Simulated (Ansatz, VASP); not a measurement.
One calculation of CdSe, two programs

File POSCAR:

```
CdSe
1.0
    4.3400420887      0.0000000000      0.0000000000
   -2.1700210444      3.7585867023      0.0000000000
    0.0000000000      0.0000000000      7.0777365346
Cd Se
2 2
Direct
    0.3333333333      0.6666666667      0.0045373916
    0.6666666667      0.3333333333      0.5045373916
    0.3333333333      0.6666666667      0.3804626084
    0.6666666667      0.3333333333      0.8804626084
```

INCAR.step1

```
SYSTEM = CdSe
  PREC = Accurate
  ENCUT = 520
  ISMEAR = 0
  SIGMA = 0.01
  LREAL = .FALSE.
  LASPH = .TRUE.
  NELM = 80
  NBANDS = 26
  GGA = PE
  ALGO = Normal
  EDIFF = 1E-4
  LWAVE = .TRUE.
  LCHARG = .FALSE.
```

INCAR.step2

```
SYSTEM = CdSe
  PREC = Accurate
  ENCUT = 520
  EDIFF = 1E-6
  ISMEAR = 0
  SIGMA = 0.01
  LREAL = .FALSE.
  LASPH = .TRUE.
  NELM = 80
  ALGO = Normal
  ISIF = 2
  LWAVE = .FALSE.
  LCHARG = .FALSE.
  METAGGA = R2SCAN
  LMIXTAU = .TRUE.
  NBANDS = 26
  ISTART = 1
```

The input KPOINTS:

```
regular mesh
0
G
  6 6 4
  0 0 0
```

Input for Ansatz:

```yaml
crystal:
  lattice:
    - [4.34004208871, 0.0, 0.0]
    - [-2.17002104436, 3.75858670231, 0.0]
    - [0.0, 0.0, 7.07773653461]
  atoms:
    - { symbol: Cd, position: [0.333333333333, 0.666666666667, 0.004537391563] }
    - { symbol: Cd, position: [0.666666666667, 0.333333333333, 0.504537391563] }
    - { symbol: Se, position: [0.333333333333, 0.666666666667, 0.380462608437] }
    - { symbol: Se, position: [0.666666666667, 0.333333333333, 0.880462608437] }
kpoints:
  mp_grid: { grid: [6, 6, 4] }
scf:
  occupations: { method: fixed }
  convergence: { dr2_threshold: 1.0e-10 }
hamiltonian:
  xc: r2scan
  pseudopotentials: { kind: paw }
output:
  forces: true
  stress: true
  eigenstates:
    kpoints:
      - [0.0, 0.0, 0.0]
      - [0.0, 0.0, -0.5]
      - [-0.5, 0.0, 0.0]
      - [-0.5, 0.5, 0.0]
      - [0.0, -0.5, 0.0]
      - [-0.5, 0.0, -0.5]
      - [-0.5, 0.5, -0.5]
      - [0.0, -0.5, -0.5]
  eigenvalues: true
```

Change from the starting cell: unstrained.

Alike in both runs: task single point; functional r2SCAN; k mesh 6 × 6 × 4; no spin polarisation.

|  | VASP | Ansatz |
| --- | --- | --- |
| version | VASP 6.6.1 | Ansatz 0.2.0 |
| potentials or method | VASP PAW PBE potentials, release 64 (Cd, Se) | PAW with Ansatz's default frozen-core files, scalar-relativistic |
| plane-wave cutoff (eV) | 520 | 500 |
| occupations | gaussian, width 0.01 eV | fixed |
| valence electrons in the cell | 36 | 72 |

Ansatz gave:

```
gap on the k mesh at the Fermi level (eV) : 1.10
pressure (GPa)                            : 0.0
```

Question: Which values does VASP return?

Answer: gap on the k mesh at the Fermi level (eV): 1.09; pressure (GPa): 0.3.

VASP's potentials were made for PBE, not for r2SCAN. VASP's potentials hold 36 valence electrons a cell and Ansatz's 72, so a difference there can come from the potentials and not from the codes.
